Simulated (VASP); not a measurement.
Crystal: O.

```xyz
2
Lattice="0.0000 2.1510 3.2111 1.5088 0.0000 3.2111 1.5088 2.1510 0.0000" Properties=species:S:1:pos:R:3 pbc="T T T"
O     1.5088    2.1510    0.5594
O     1.5088    2.1510    5.8627
```

This cell differs from its parent crystal: z stretched by -4 % at fixed volume.

Base run:

```yaml
Program: VASP 6.6.1
Functional: PBE
Potentials_or_basis: VASP PAW PBE potentials, release 64 (O)
Cutoff: 520 eV
k_mesh: 12 × 12 × 12
Occupations: fermi-dirac, width 0.01 eV
Spin: no spin polarisation
```

Its results: band gap on the k mesh zero (band 6 reaches 2.99 eV, above the bottom of band 7 at 1.33 eV); pressure 35.9 GPa; largest force 12.092 eV/Å.

**Question.** The run is repeated on the same cell with these changes: functional from PBE to RPBE. What comes out?

**Answer.** Band gap on the k mesh zero (band 6 reaches 3.16 eV, above the bottom of band 7 at 1.51 eV); pressure 41.0 GPa; largest force 12.425 eV/Å.

RPBE binds less tightly than PBE, so the same cell stands under more pressure.

Caveats: the standard files for N, O and F lose accuracy on very short bonds; spin is off for a triplet molecule; forces of over 1 eV/Å act on the atoms, so gaps and moduli don't describe the material at rest (some runs); the PAW data sets were made with another functional, which shifts forces and pressure a little (some runs).
